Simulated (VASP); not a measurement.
# Al: single point with PBEsol+D3(BJ)

Al:

```xyz
4
Lattice="2.7628 0.0000 0.0000 -1.3814 2.3927 0.0000 0.0000 0.0000 9.8243" Properties=species:S:1:pos:R:3 pbc="T T T"
Al    0.0000    0.0000    0.0000
Al    0.0000    1.5951    2.4561
Al    0.0000    0.0000    4.9122
Al    1.3814    0.7976    7.3682
```

This cell differs from its parent crystal: volume 16.236 Å^3 an atom, c/a of the conventional cell 3.5559.

```json
{
  "Program": "VASP 6.6.1",
  "Task": "single point",
  "Functional": "PBEsol",
  "Dispersion": "D3(BJ)",
  "Potentials or basis": "VASP PAW PBE potentials, release 64 (Al)",
  "Cutoff": "520 eV",
  "k mesh": "18 × 18 × 6",
  "Occupations": "gaussian, width 0.15 eV",
  "Spin": "no spin polarisation"
}
```

The pressure is -2.3 GPa. The band gap on the k mesh is zero (band 6 reaches 11.12 eV, above the bottom of band 7 at 6.82 eV) and the dispersion energy per atom is -0.323 eV.

Stress tensor (GPa, compression positive):
```
-0.30  0.00  0.00
 0.00 -0.30  0.00
 0.00  0.00 -6.41
```

Levels at points of the mesh, in eV from the Fermi level:
| k point | band 2 | band 3 | band 4 | band 5 | band 6 | band 7 | band 8 | band 9 | band 10 | band 11 |
| --- | --- | --- | --- | --- | --- | --- | --- | --- | --- | --- |
| (0.00, 0.00, 0.00) | -9.69 | -9.69 | -5.39 | -5.03 | 1.98 | 1.99 | 10.82 | 11.82 | 12.15 | 12.15 |
| (0.50, 0.00, 0.00) | -4.91 | -3.78 | -3.77 | -3.08 | -3.07 | 0.67 | 0.85 | 1.09 | 1.24 | 6.75 |
| (0.00, 0.00, 0.50) | -10.83 | -7.81 | -7.81 | -1.93 | -1.93 | 6.46 | 6.46 | 12.39 | 12.39 | 12.40 |
| (0.50, 0.00, 0.50) | -4.62 | -4.51 | -4.51 | -1.87 | -1.87 | -1.23 | -1.23 | 3.89 | 3.89 | 4.24 |

Run time: 59 s on 1 thread of AMD EPYC 9R45 96-Core Processor (Zen 5), on a shared host, peak memory 0.23 GiB.

Caveat: the PAW data sets were made with another functional, which shifts forces and pressure a little; pairwise dispersion overbinds metals, which lowers pressure and volume.
